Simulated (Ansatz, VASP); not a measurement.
Ta3F2: VASP beside Ansatz

```
CELL_PARAMETERS angstrom
2.96373 1.71111 5.04365
-2.96373 1.71111 5.04365
0.00000 -3.42222 5.04365
ATOMIC_POSITIONS crystal
Ta 0.02309 0.47691 0.75000
Ta 0.75000 0.02309 0.47691
Ta 0.47691 0.75000 0.02309
Ta 0.97691 0.52309 0.25000
Ta 0.25000 0.97691 0.52309
Ta 0.52309 0.25000 0.97691
F 0.92317 0.92317 0.92317
F 0.57683 0.57683 0.57683
F 0.07683 0.07683 0.07683
F 0.42317 0.42317 0.42317
```

Alike in both runs: functional PBE; k mesh 6 × 6 × 6; occupations gaussian, width 0.1 eV; no spin polarisation.

Ansatz relaxed the structure, and its values are those at the end. VASP's run is a single point on that final structure, the one shown.

|  | VASP | Ansatz |
| --- | --- | --- |
| version | VASP 6.6.1 | Ansatz 0.2.0 |
| potentials or method | VASP PAW PBE potentials, release 64 (Ta_pv, F), cutoff 520 eV | scalar-relativistic, plane waves, PAW |
| valence electrons in the cell | 94 | 106 |

|  | VASP | Ansatz | Ansatz less VASP |
| --- | --- | --- | --- |
| gap on the k mesh at the Fermi level (eV) | none | none | - |
| pressure (GPa) | 0.0 | 0.0 | +0.02 |
| rms of the force components (eV/Å) | 0.021 | 0.002 | -0.0191 |

A gap of «none» marks a metal or a gap that the smearing closes. VASP's potentials hold 94 valence electrons a cell and Ansatz's 106, so a difference there can come from the potentials and not from the codes.

Neither program's run includes spin-orbit coupling.
